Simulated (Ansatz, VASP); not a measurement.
**One calculation of Pb, two programs**

File INCAR:

```
SYSTEM = Pb
ALGO = Normal
EDIFF = 1E-6
ENCUT = 520
GGA = RP
ISIF = 2
ISMEAR = -1
LASPH = .True.
LCHARG = .False.
LREAL = .False.
LWAVE = .False.
NBANDS = 13
NELM = 100
PREC = Accurate
SIGMA = 0.1
```

Contents of KPOINTS:

```
k-points
0
Gamma
  17 17 17
  0 0 0
```

Contents of POSCAR:

```
Pb
1.0
    0.0000000000      2.6169085491      2.6169085491
    2.6169085491      0.0000000000      2.6169085491
    2.6169085491      2.6169085491      0.0000000000
Pb
1
Direct
    0.0000000000      0.0000000000      0.0000000000
```

Input for Ansatz:

```yaml
crystal:
  lattice:
    - [0.0, 2.616908553, 2.616908553]
    - [2.616908553, 0.0, 2.616908553]
    - [2.616908553, 2.616908553, 0.0]
  atoms:
    - { symbol: Pb, position: [0.0, 0.0, 0.0] }
hamiltonian:
  xc: rpbe
  pseudopotentials:
    kind: paw
    azcp:
      Pb: "pseudopotentials/Pb.paw.azcp"
basis:
  ecutwfc: 420
  fft_grid_basis: typed
kpoints:
  mp_grid: { grid: [17, 17, 17], shift: [0, 0, 0] }
magnetization:
  spin_polarized: false
scf:
  occupations: { method: fermi_dirac, width: 0.1 }
output:
  stress: true
```

Alike in both runs: task single point; functional RPBE; k mesh 17 × 17 × 17; occupations fermi-dirac, width 0.1 eV; no spin polarisation.

```csv
,VASP,Ansatz
version,VASP 6.6.1,Ansatz 0.2.0
potentials or method,"VASP PAW PBE potentials, release 64 (Pb_d), cutoff 520 eV","plane waves (420 eV) with PAW, scalar-relativistic"
valence electrons in the cell,14,14
```

VASP gave:

- pressure (GPa): -2.2

**Question.** What did Ansatz give for the same quantities?

**Answer.** Pressure (GPa): -2.1.

VASP's potentials were made for PBE, not for RPBE. The functional is the same, so the differences come from potentials, cutoffs and numerics.

Neither program's run includes spin-orbit coupling.
